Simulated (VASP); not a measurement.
# LiTaO2 (Cmmm) in VASP: a series of runs, part 2 of 2

VASP 6.6.1.

**4. Single point, PBE**

This run uses another cell than the first one, of 13.06 Å³/atom.

INCAR

```
SYSTEM = LiTaO2
ALGO = Normal
EDIFF = 1E-6
ENCUT = 880
GGA = PE
GGA_COMPAT = .False.
ISIF = 2
ISMEAR = 0
LASPH = .True.
LCHARG = .False.
LREAL = .False.
LWAVE = .False.
NBANDS = 22
NELM = 120
PREC = Accurate
SIGMA = 0.1
```

KPOINTS

```
k-points
0
Gamma
  6 6 6
  0 0 0
```

POSCAR

```
LiTaO2
1.0
    1.9660896400     -3.7071260000      0.0000000000
    1.9660896400      3.7071260000      0.0000000000
    0.0000000000      0.0000000000      3.5847005100
Li Ta O
1 1 2
Direct
    0.0000000000      0.0000000000      0.0000000000
    0.5000000000      0.5000000000      0.0000000000
    0.7947657500      0.2052342500      0.0000000000
    0.2052342500      0.7947657500      0.0000000000
```

Potentials or basis: VASP PAW PBE potentials, release 64 (Li_sv, Ta_sv_GW, O).

The run is started by

```console
$ cat potpaw_PBE.64/Li_sv/POTCAR potpaw_PBE.64/Ta_sv_GW/POTCAR potpaw_PBE.64/O/POTCAR > POTCAR
$ mpirun -np 1 vasp_std > vasp.out
```

OUTCAR:

```text
SYSTEM = LiTaO2
   EDIFF = 1E-6
   ENCUT = 880
   GGA = PE
   ISIF = 2
   ISMEAR = 0
   LASPH = .True.
   LREAL = .False.
   NELM = 120
   PREC = Accurate

 ion  position               nearest neighbor table
   1  0.000  0.000  0.000-   3 1.52   4 1.52   2 1.97   2 1.97
   2  0.500  0.500  0.000-   1 1.97   1 1.97   4 2.19   3 2.19   4 2.49   4 2.49   3 2.49   3 2.49

   3  0.795  0.205  0.000-   1 1.52   2 2.19   2 2.49   2 2.49
   4  0.205  0.795  0.000-   1 1.52   2 2.19   2 2.49   2 2.49

  LATTYP: Found a base centered orthorhombic cell.
 ALAT       =     3.9321792800
 B/A-ratio  =     1.8855325437
 C/A-ratio  =     0.9116320124

  Lattice vectors:

 A1 = (   1.9660896400,  -3.7071260000,   0.0000000000)
 A2 = (   1.9660896400,   3.7071260000,   0.0000000000)
 A3 = (   0.0000000000,   0.0000000000,   3.5847005100)

Analysis of symmetry for initial positions (statically):
=====================================================================
 Subroutine PRICEL returns:
 Original cell was already a primitive cell.

 Routine SETGRP: Setting up the symmetry group for a
 base centered orthorhombic supercell.

 Subroutine GETGRP returns: Found  8 space group operations
 (whereof  8 operations were pure point group operations)
 out of a pool of  8 trial point group operations.

The static configuration has the point symmetry D_2h.

Analysis of symmetry for dynamics (positions and initial velocities):
=====================================================================
 Subroutine PRICEL returns:
 Original cell was already a primitive cell.

 Routine SETGRP: Setting up the symmetry group for a
 base centered orthorhombic supercell.

 Subroutine GETGRP returns: Found  8 space group operations
 (whereof  8 operations were pure point group operations)
 out of a pool of  8 trial point group operations.

The dynamic configuration has the point symmetry D_2h.

 Subroutine INISYM returns: Found  8 space group operations
 (whereof  8 operations are pure point group operations),
 and found     1 'primitive' translations

----------------------------------------------------------------------------------------

                                     Primitive cell

  volume of cell :      52.2545

  direct lattice vectors                    reciprocal lattice vectors
     1.966089640 -3.707126000  0.000000000     0.254311904 -0.134875372  0.000000000
     1.966089640  3.707126000  0.000000000     0.254311904  0.134875372  0.000000000
     0.000000000  0.000000000  3.584700510     0.000000000  0.000000000  0.278963332

  length of vectors
     4.196223499  4.196223499  3.584700510     0.287864396  0.287864396  0.278963332

  position of ions in fractional coordinates (direct lattice)
     0.000000000  0.000000000  0.000000000
     0.500000000  0.500000000  0.000000000
     0.794765750  0.205234250  0.000000000
     0.205234250  0.794765750  0.000000000

  ion indices of the primitive-cell ions
   primitive index   ion index
                 1           1
                 2           2
                 3           3
                 4           4

----------------------------------------------------------------------------------------

 KPOINTS: k-points

Automatic generation of k-mesh.
 Grid dimensions read from file:
 generate k-points for:    6    6    6

 Generating k-lattice:

  Cartesian coordinates                     Fractional coordinates (reciprocal lattice)
     0.042385317 -0.022479229  0.000000000     0.166666667  0.000000000  0.000000000
     0.042385317  0.022479229  0.000000000     0.000000000  0.166666667  0.000000000
     0.000000000  0.000000000  0.046493889     0.000000000  0.000000000  0.166666667

  Length of vectors
     0.047977399  0.047977399  0.046493889

  Shift w.r.t. Gamma in fractional coordinates (k-lattice)
     0.000000000  0.000000000  0.000000000

 Subroutine IBZKPT returns following result:
 ===========================================

 Found     52 irreducible k-points:

 Following reciprocal coordinates:
            Coordinates               Weight
  0.000000  0.000000  0.000000      1.000000
  0.166667 -0.000000  0.000000      4.000000
  0.333333 -0.000000  0.000000      4.000000
  0.500000 -0.000000  0.000000      2.000000
  0.166667  0.166667  0.000000      2.000000
  0.333333  0.166667  0.000000      4.000000
[... 16 lines left out ...]
  0.333333  0.333333  0.166667      4.000000
  0.500000  0.333333  0.166667      8.000000
 [... further k-points ...]
   k-points           NKPTS =     52   k-points in BZ     NKDIM =     52   number of bands    NBANDS=     22
   number of dos      NEDOS =    301   number of ions     NIONS =      4
   total plane-waves  NPLWV =  63504
   dimension x,y,z NGX =    42 NGY =   42 NGZ =   36
   dimension x,y,z NGXF=    84 NGYF=   84 NGZF=   72
   ions per type =               1   1   2
   NGX,Y,Z   is equivalent  to a cutoff of  16.64, 16.64, 16.70 a.u.
   NGXF,Y,Z  is equivalent  to a cutoff of  33.28, 33.28, 33.39 a.u.
 SYSTEM =  LiTaO2
   PREC   = accura    normal or accurate (medium, high low for compatibility)
   ISTART =      0    job   : 0-new  1-cont  2-samecut
   ICHARG =      2    charge: 1-file 2-atom 10-const
   ISPIN  =      1    spin polarized calculation?
   LNONCOLLINEAR =      F non collinear calculations
   LSORBIT =      F    spin-orbit coupling
   LASPH  =      T    aspherical Exc in radial PAW
   ENCUT  =  880.0 eV  64.68 Ry    8.04 a.u.  10.15 10.15  8.67*2*pi/ulx,y,z
   NELM   =    120;   NELMIN=  2; NELMDL= -5     # of ELM steps
   EDIFF  = 0.1E-05   stopping-criterion for ELM
   LREAL  =      F    real-space projection
   EDIFFG = 0.1E-04   stopping-criterion for IOM
   NSW    =      0    number of steps for IOM
   IBRION =     -1    ionic relax: 0-MD 1-quasi-New 2-CG
   NFREE  =      0    steps in history (QN), initial steepest desc. (CG)
   ISIF   =      2    stress and relaxation
   ISYM   =      2    0-nonsym 1-usesym 2-fastsym
   POTIM  = 0.5000    time-step for ionic-motion
   TEBEG  =    0.0;   TEEND  =   0.0 temperature during run
   PSTRESS=    0.0 pullay stress
   NELECT =      28.0000    total number of electrons
   NUPDOWN=      -1.0000    fix difference up-down
   EMIN   =  10.00;   EMAX   =-10.00  energy-range for DOS
   EFERMI =   0.00;   METHOD = LEGACY
   ISMEAR =     0;   SIGMA  =   0.10  broadening in eV -4-tet -1-fermi 0-gaus
   EFERMI_NEDOS =   21; number of points for ismear=-14 and -15
   IALGO  =     38    algorithm
   IMIX   =      4    mixing-type and parameters
     AMIX     =   0.40;   BMIX     =  1.00
     AMIX_MAG =   1.60;   BMIX_MAG =  1.00
  volume/ion in A,a.u.               =      13.06        88.16
  Fermi-wavevector in a.u.,A,eV,Ry     =   1.329698  2.512765 24.056415  1.768097
  Thomas-Fermi vector in A             =   2.458841
   LORBIT       =      0    0 simple, 1 ext, 2 COOP (PROOUT), +10 PAW based schemes
   GGA     = PE    functional components
   LHFCALC =     F    Hartree Fock is set to
   AEXX    =    0.0000 exact exchange contribution
   IVDW    =     0    specifies the selected vdW correction
   LEPSILON=     F    determine dielectric tensor
   LRPA    =     F    only Hartree local field effects (RPA)
 non-spin polarized calculation
 Gauss-broadening in eV      SIGMA  =   0.10
  energy-cutoff  :      880.00
  volume of cell :       52.25
 maximum number of plane-waves:      3118
 NGX is ok and might be reduce to    42
   NGX = 21   NGY = 21   NGZ = 17

 number of electron      28.0000002 magnetization

 Free energy of the ion-electron system (eV)
  ---------------------------------------------------
  ext. energy  EPLUGINS =         0.00000000
  ---------------------------------------------------
  free energy    TOTEN  =       -24.39254315 eV

  energy without entropy =      -24.38351856  energy(sigma->0) =      -24.38803086

 E-fermi :   4.6471     XC(G=0): -10.2375

 val. band max:        4.6456282350   @ k =  -0.1667   0.1667   0.3333
 cond. band min:       4.6540455309   @ k =   0.5000  -0.0000   0.1667
 fundamental gap:      0.0084172959
 Fermi energy:         4.6470690860

 k-point     1 :       0.0000    0.0000    0.0000
  band No.  band energies     occupation
      1     -64.9189      2.00000
      2     -41.4217      2.00000
      3     -31.5625      2.00000
      4     -31.2262      2.00000
      5     -31.0480      2.00000
      6     -14.8863      2.00000
[... 574 lines left out ...]
      6     -14.5872      2.00000
[... 14 lines left out ...]
     21      11.5825      0.00000
     22      13.3060      0.00000

 [... further k-points ...]
[... 5 lines left out ...]
  --------------------------------------------------------------------------------------
  -------------------------------------------------------------------------------------
  Total       21.4866035     -8.2932354     -4.5413254     -0.0000000      0.0000000      0.0000000
  in kB      658.8018592   -254.2793178   -139.2418114     -0.0000000      0.0000000      0.0000000
  external PRESSURE =      88.4269100 kB  Pullay stress =       0.0000000 kB

 VOLUME and BASIS-vectors are now :
 -----------------------------------------------------------------------------
  energy-cutoff  :      880.00
  volume of cell :       52.25
      direct lattice vectors                 reciprocal lattice vectors
     1.966089640 -3.707126000  0.000000000     0.254311904 -0.134875372  0.000000000
     1.966089640  3.707126000  0.000000000     0.254311904  0.134875372  0.000000000
     0.000000000  0.000000000  3.584700510     0.000000000  0.000000000  0.278963332

 POSITION                                       TOTAL-FORCE (eV/Angst)
 -----------------------------------------------------------------------------------
      0.00000      0.00000      0.00000        -0.000000     -0.000000      0.000000
      1.96609      0.00000      0.00000         0.000000     -0.000000      0.000000
      1.96609     -2.18547      0.00000        -0.000000      0.229142      0.000000
      1.96609      2.18547      0.00000        -0.000000     -0.229142     -0.000000
 -----------------------------------------------------------------------------------
    total drift:                               -0.000000     -0.000000     -0.000000

  FREE ENERGIE OF THE ION-ELECTRON SYSTEM (eV)
  ---------------------------------------------------
  free  energy   TOTEN  =       -24.3925431534 eV

  energy  without entropy=      -24.3835185625  energy(sigma->0) =      -24.38803086
```

stdout:

```text
POSCAR found type information on POSCAR LiTaO
 POSCAR found :  3 types and       4 ions
 scaLAPACK will be used
 LDA part: xc-table for (Slater+PW92), standard interpolation
 POSCAR, INCAR and KPOINTS ok, starting setup
 FFT: planning ... GRIDC
 FFT: planning ... GRID_SOFT
 FFT: planning ... GRID
 WAVECAR not read
 entering main loop
```

Run time: 82 s. Hardware: 1 thread of Intel Xeon 6975P-C (Granite Rapids), shared host; peak memory 0.34 GiB.

Results:

* Free energy: -24.3925 eV
* Pressure: 8.8 GPa
* Largest force: 0.229 eV/Å
* Band gap on the k mesh: zero (bands 14 and 15 overlap by 0.09 eV)

Forces in eV/Å, atoms in the order of the input:
```
Li   0.000  0.000  0.000
Ta   0.000  0.000  0.000
O    0.000  0.229  0.000
O    0.000 -0.229  0.000
```

Levels at points of the mesh, in eV from the Fermi level:
```tsv
k point	band 12	band 13	band 14	band 15	band 16	band 17
(0.00, 0.00, 0.00)	-2.54	-1.56	-0.18	0.81	1.37	2.04
(0.50, 0.00, 0.00)	-2.60	-1.79	-1.77	0.25	0.41	2.21
(0.50, 0.50, 0.00)	-2.04	-1.89	-1.52	0.69	1.11	2.67
(0.00, 0.00, 0.50)	-1.94	-0.25	-0.07	0.27	2.16	2.72
(0.50, 0.00, 0.50)	-3.36	-1.65	-0.89	0.34	1.49	2.61
(0.50, 0.50, 0.50)	-2.63	-1.45	-0.46	1.38	1.67	2.01
```

Caveat: the stress differs along the axes, from -25 to 66 GPa; spin-orbit coupling is left out, which moves the levels of the heavy elements.

**5. The runs side by side**

```tsv
cell	k mesh	gap on the mesh (eV)	pressure (GPa)	largest force (eV/Å)
a = 5.736, b = 5.736, c = 3.049 Å, angles 90.0, 90.0, 101.8°, 4 atoms, atomic positions A	8 × 8 × 16	none	0.2	0.06
a = 5.354, b = 5.354, c = 3.009 Å, angles 90.0, 90.0, 84.8°, 4 atoms, atomic positions B	6 × 6 × 6	none	0.4	0.06
a = 4.196, b = 4.196, c = 3.585 Å, angles 90.0, 90.0, 124.1°, 4 atoms, atomic positions C	6 × 6 × 6	none	8.8	0.23
```

Alike in all rows: task single point; level PBE; potentials or basis VASP PAW PBE potentials, release 64 (Li_sv, Ta_sv_GW, O); no spin polarisation; cutoff (eV) 880; smearing gaussian 0.1 eV.

Caveats: spin-orbit coupling is left out, which moves the levels of the heavy elements; the stress differs along the axes, from -25 to 66 GPa (at least some runs).

Total energies depend on the potentials used, so only differences within one code and one set of settings carry meaning.

The gap in the log of VASP goes by the Fermi energy; the results here count the filled bands.